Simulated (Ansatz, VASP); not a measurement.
**GaAs in VASP and in Ansatz**

The input INCAR:

```
PREC     = Accurate       # precision mode
ENCUT    = 500            # plane-wave cutoff, eV
EDIFF    = 1E-6           # SCF threshold, eV
ISMEAR   = 0              # smearing method
SIGMA    = 0.1            # smearing width, eV
LREAL    = False          # projectors in reciprocal space
LASPH    = True           # aspherical terms in the spheres
NELM     = 120            # most SCF steps
ALGO     = Normal         # electronic algorithm
ISIF     = 2              # what is computed and relaxed
LWAVE    = False          # write WAVECAR
LCHARG   = False          # write CHGCAR
GGA      = PE             # functional
NBANDS   = 16             # bands
GGA_COMPAT= False
```

Contents of KPOINTS:

```
Automatic mesh
0
Gamma
  6 6 6
```

POSCAR

```
GaAs
1.0
    0.0000000000      2.8265000000      2.8265000000
    2.8265000000      0.0000000000      2.8265000000
    2.8265000000      2.8265000000      0.0000000000
Ga As
1 1
Direct
    0.0000000000      0.0000000000      0.0000000000
    0.2500000000      0.2500000000      0.2500000000
```

Input for Ansatz:

```yaml
crystal:
  lattice:
    - [0.0, 2.8265, 2.8265]
    - [2.8265, 0.0, 2.8265]
    - [2.8265, 2.8265, 0.0]
  atoms:
    - { symbol: Ga, position: [0.0, 0.0, 0.0] }
    - { symbol: As, position: [0.25, 0.25, 0.25] }
basis:
  ecutwfc: 420
kpoints:
  mp_grid: { grid: [6, 6, 6] }
hamiltonian:
  xc: pbe
  pseudopotentials: { kind: paw }
scf:
  occupations: { method: gaussian, width: 0.1 }
output:
  forces: true
  stress: true
  eigenvalues: true
```

Alike in both runs: task single point; functional PBE; k mesh 6 × 6 × 6; occupations gaussian, width 0.1 eV; no spin polarisation.

```csv
,VASP,Ansatz
version,VASP 6.6.1,Ansatz 0.2.0
potentials or method,"VASP PAW PBE potentials, release 64 (Ga_d, As), cutoff 500 eV","scalar-relativistic, plane waves, PAW"
valence electrons in the cell,18,28
```

VASP gave:

| Quantity | Value |
| --- | --- |
| gap on the k mesh at the Fermi level (eV) | 0.52 |
| least direct gap on the mesh (eV) | 0.52 |
| pressure (GPa) | 3.5 |

Which values does Ansatz return?

gap on the k mesh at the Fermi level (eV): 0.52; least direct gap on the mesh (eV): 0.52; pressure (GPa): 3.3.

VASP's potentials hold 18 valence electrons a cell and Ansatz's 28, so a difference there can come from the potentials and not from the codes.
